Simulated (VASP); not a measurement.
Wanted: the native input for a VASP 6.6.1 run.

* Task: single point
* Functional: PBE
* Potentials or basis: VASP PAW PBE potentials, release 64 (Na_pv, Hf_pv)
* Cutoff: 520 eV
* k mesh: 6 × 6 × 6
* Occupations: gaussian, width 0.1 eV
* Spin: no spin polarisation
* Dipole correction: no
* Further INCAR settings: ALGO = Fast; EDIFF = 1e-06; NBANDS = 20

The structure of NaHf2 lies in POSCAR:

```
NaHf2
1.0
   -1.5556625137      1.5556625137      8.0243920446
    1.5556625137     -1.5556625137      8.0243920446
    1.5556625137      1.5556625137     -8.0243920446
Na Hf
1 2
Direct
    0.0000000000      0.0000000000      0.0000000000
    0.6869260125      0.6869260125      0.0000000000
    0.3130739875      0.3130739875      0.0000000000
```

The input as run:

INCAR

```
SYSTEM = NaHf2
  PREC = Accurate
  ENCUT = 520
  EDIFF = 1E-6
  ISMEAR = 0
  SIGMA = 0.1
  LREAL = .FALSE.
  LASPH = .TRUE.
  NELM = 100
  ALGO = Fast
  ISIF = 2
  LWAVE = .FALSE.
  LCHARG = .TRUE.
  GGA = PE
  LELF = .TRUE.
  LVHAR = .TRUE.
  NBANDS = 20
```

KPOINTS

```
regular mesh
0
G
  6 6 6
  0 0 0
```

Potentials or basis: VASP PAW PBE potentials, release 64 (Na_pv, Hf_pv).

The run is started by

```console
$ cat potpaw_PBE.64/Na_pv/POTCAR potpaw_PBE.64/Hf_pv/POTCAR > POTCAR
$ mpirun -np 1 vasp_std > vasp.out
```

It gave:

The pressure is -0.2 GPa. The largest force is 0.072 eV/Å.

Caveat: the k points lie up to 0.48 Å⁻¹ apart.

It took 2.4 min on 1 thread of Intel(R) Xeon(R) 6975P-C (Granite Rapids) (shared host), peak memory 0.57 GiB.
